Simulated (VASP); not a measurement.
Set up this calculation in VASP 6.6.1, as the native input.

| Quantity | Value |
| --- | --- |
| Task | single point |
| Functional | PBEsol |
| Potentials or basis | VASP PAW PBE potentials, release 64 (Ru_pv, F) |
| Cutoff | 520 eV |
| k mesh | 12 × 12 × 8 |
| Occupations | gaussian, width 0.05 eV |
| Spin | no spin polarisation |
| Dipole correction | no |
| Further INCAR settings | ALGO = Normal; EDIFF = 1e-06; NBANDS = 21 |

The structure of RuF2 lies in POSCAR:

```
RuF2
1.0
    2.7896168491     -1.6105827155      0.0009484680
    2.7896168491      1.6105827155      0.0009484680
   -0.0013527757      0.0000000000      4.1015592596
Ru F
1 2
Direct
    0.0000000000      0.0000000000      0.0000000000
    0.6666652994      0.6666652994      0.2317312129
    0.3333347006      0.3333347006      0.7682687871
```

One way to write it, as run:

INCAR

```
SYSTEM = RuF2
PREC = Accurate ; ENCUT = 520
EDIFF = 1E-6 ; ISMEAR = 0
SIGMA = 0.05 ; LREAL = .False.
LASPH = .True. ; NELM = 80
ALGO = Normal ; ISIF = 2
LWAVE = .False. ; LCHARG = .False.
GGA = PS ; NBANDS = 21
```

KPOINTS

```
Automatic mesh
0
Gamma
  12 12 8
  0 0 0
```

Potentials or basis: VASP PAW PBE potentials, release 64 (Ru_pv, F).

Run with:

```sh
$ cat potpaw_PBE.64/Ru_pv/POTCAR potpaw_PBE.64/F/POTCAR > POTCAR
$ mpirun -np 1 vasp_std > vasp.out
```

Results of the run:

| Item | Value |
| --- | --- |
| Pressure | 0.9 GPa |
| Largest force | 0.032 eV/Å |
| Band gap on the k mesh | 0.45 eV (least direct gap 0.86 eV) |

Caveat: semilocal functionals underestimate gaps, and a narrow one can read as zero; the PAW data sets were made with another functional, which shifts forces and pressure a little.

Wall time 53 s on 1 thread of AMD EPYC 7R13 Processor (Zen 3) (shared host), peak memory 0.19 GiB.
